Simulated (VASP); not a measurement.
Here is a VASP 6.6.1 calculation.

The input INCAR:

```
PREC = Accurate
ENCUT = 600
EDIFF = 1E-7
ISMEAR = 0
SIGMA = 0.1
LREAL = F
LASPH = T
NELM = 100
ALGO = Normal
ISIF = 3
LWAVE = F
LCHARG = F
GGA = PE
IBRION = 2
NSW = 80
EDIFFG = -0.01
```

The input KPOINTS:

```
regular mesh
0
Gamma
  2 2 1
```

Contents of POSCAR:

```
InSe2
1.0
    3.8948930000      0.0000000000      0.0000000000
    0.0000000000      3.8948930000      0.0000000000
    0.0000000000      0.0000000000      9.6262310000
In Se
2 4
Direct
    0.0000000000      0.5000000000      0.7064680000
    0.5000000000      0.0000000000      0.2935320000
    0.0000000000      0.5000000000      0.3662120000
    0.5000000000      0.0000000000      0.6337880000
    0.0000000000      0.0000000000      0.0000000000
    0.5000000000      0.5000000000      0.0000000000
```

Potentials or basis: VASP PAW PBE potentials, release 64 (In_d, Se).

Command:

```bash
$ cat potpaw_PBE.64/In_d/POTCAR potpaw_PBE.64/Se/POTCAR > POTCAR
$ mpirun -np 1 vasp_std > vasp.out
```

Question: What does it give for the space group after relaxing (to 0.1 Å)?

Answer: P4/nmm (No. 129).

Question: Predict the relaxed volume.

Answer: 23.53 Å³/atom.

Question: Estimate the relaxed cell.

Answer: a = 4.045 Å, b = 4.045 Å, c = 8.627 Å, α = 90.00°, β = 90.00°, γ = 90.00°.

Question: Predict the band gap on the k mesh.

Answer: Zero (bands 25 and 26 overlap by 0.71 eV).

Final structure:
```xyz
6
Lattice="4.0453 0.0000 0.0000 0.0000 4.0453 0.0000 0.0000 0.0000 8.6267" Properties=species:S:1:pos:R:3 pbc="T T T"
In    0.0000    2.0226    6.1355
In    2.0226    0.0000    2.4912
Se    0.0000    2.0226    3.2453
Se    2.0226    0.0000    5.3814
Se    0.0000    0.0000    0.0000
Se    2.0226    2.0226    0.0000
```

Caveat: the k points lie up to 0.78 Å⁻¹ apart in the final cell, too coarse for converged energies and pressures of a metal; spin-orbit coupling is left out, which moves the levels of the heavy elements.
